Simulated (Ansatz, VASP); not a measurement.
Zn2SiN: VASP beside Ansatz

Contents of INCAR:

```
PREC = Accurate
ENCUT = 600
EDIFF = 1E-6
ISMEAR = 0
SIGMA = 0.1
LREAL = F
LASPH = T
NELM = 200
ALGO = Normal
ISIF = 2
LWAVE = F
LCHARG = F
ISPIN = 2
MAGMOM = 0 0 0 1
LORBIT = 11
GGA = PE
NBANDS = 28
GGA_COMPAT = F
```

Contents of KPOINTS:

```
Automatic mesh
0
Gamma
  6 6 4
```

Contents of POSCAR:

```
Zn2SiN
1.0
    3.4444949400      0.0000000000      0.0000000000
   -1.7222474700      2.9830201300      0.0000000000
    0.0000000000      0.0000000000      6.0575662800
Zn Si N
2 1 1
Direct
    0.0000000000      0.0000000000      0.2631756200
    0.0000000000      0.0000000000      0.7368243800
    0.0000000000      0.0000000000      0.0000000000
    0.0000000000      0.0000000000      0.5000000000
```

Input for Ansatz:

```yaml
crystal:
  lattice:
    - [3.44449494, 0.0, 0.0]
    - [-1.72224747, 2.98302013, 0.0]
    - [0.0, 0.0, 6.05756628]
  atoms:
    - { symbol: Zn, position: [0.0, 0.0, 0.26317562] }
    - { symbol: Zn, position: [0.0, 0.0, 0.73682438] }
    - { symbol: Si, position: [0.0, 0.0, 0.0] }
    - { symbol: "N", position: [0.0, 0.0, 0.5], spin: 1.0 }
basis:
  ecutwfc: 420
kpoints:
  mp_grid: { grid: [6, 6, 4] }
hamiltonian:
  xc: pbe
scf:
  occupations: { method: gaussian, width: 0.1 }
  lower_state_search: "off"
output:
  forces: true
  stress: true
  eigenvalues: true
  populations: true
magnetization:
  spin_polarized: true
```

Alike in both runs: task single point; functional PBE; k mesh 6 × 6 × 4; occupations gaussian, width 0.1 eV; collinear spin.

|  | VASP | Ansatz |
| --- | --- | --- |
| version | VASP 6.6.1 | Ansatz 0.2.0 |
| potentials or method | VASP PAW PBE potentials, release 64 (Zn, Si, N), cutoff 600 eV | scalar-relativistic, plane waves, PAW |
| valence electrons in the cell | 33 | 33 |

```csv
,VASP,Ansatz,Ansatz less VASP
gap on the k mesh at the Fermi level (eV),none,none,-
rms of the force components (eV/Å),3.215,2.813,-0.4019
net moment per atom (μB),0.00,0.00,0.000
```

Atom by atom the forces differ by 0.402 eV/Å (rms over components). A gap of «none» marks a metal or a gap that the smearing closes. The functional is the same, so the differences come from potentials, cutoffs and numerics. Ansatz's warnings: seeded moment not kept.
